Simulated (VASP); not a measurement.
Set up this calculation in VASP 6.6.1, as the native input.

* Task: single point
* Functional: PBEsol
* Potentials or basis: VASP PAW PBE potentials, release 64 (K_sv, Mg, F)
* Cutoff: 520 eV
* k mesh: 6 × 6 × 6
* Occupations: gaussian, width 0.05 eV
* Spin: no spin polarisation
* Dipole correction: no
* Further INCAR settings: ALGO = Normal; EDIFF = 1e-07; NBANDS = 24

The structure of KMgF3 lies in POSCAR:

```
KMgF3
1.0
    3.8264640000      0.0000000000      0.0000000000
    0.0000000000      3.8264640000      0.0000000000
    0.0000000000      0.0000000000      4.3047720000
K Mg F
1 1 3
Direct
    0.5000000000      0.5000000000      0.5000000000
    0.0000000000      0.0000000000      0.0000000000
    0.5000000000      0.0000000000      0.0000000000
    0.0000000000      0.5000000000      0.0000000000
    0.0000000000      0.0000000000      0.5000000000
```

This cell differs from its parent crystal: strain -0.040 along x and y, +0.080 along z.

These files were run (other wordings do the same):

INCAR

```
ALGO = Normal
EDIFF = 1E-7
ENCUT = 520
GGA = PS
ISIF = 2
ISMEAR = 0
LASPH = True
LCHARG = False
LREAL = False
LWAVE = False
NBANDS = 24
NELM = 60
PREC = Accurate
SIGMA = 0.05
```

KPOINTS

```
k-points
0
Gamma
  6 6 6
```

Potentials or basis: VASP PAW PBE potentials, release 64 (K_sv, Mg, F).

Run with:

```bash
$ cat potpaw_PBE.64/K_sv/POTCAR potpaw_PBE.64/Mg/POTCAR potpaw_PBE.64/F/POTCAR > POTCAR
$ mpirun -np 1 vasp_std > vasp.out
```

Results of the run:

```yaml
Pressure: 1.9 GPa
Band_gap_on_the_k_mesh: 7.04 eV, indirect (least direct gap 7.40 eV)
```

Caveat: the cell differs from its parent crystal (strain -0.040 along x and y, +0.080 along z); the PAW data sets were made with another functional, which shifts forces and pressure a little.

Wall time 23 s on 1 thread of AMD EPYC 9R45 (Zen 5), with other jobs on the host, peak memory 0.17 GiB.
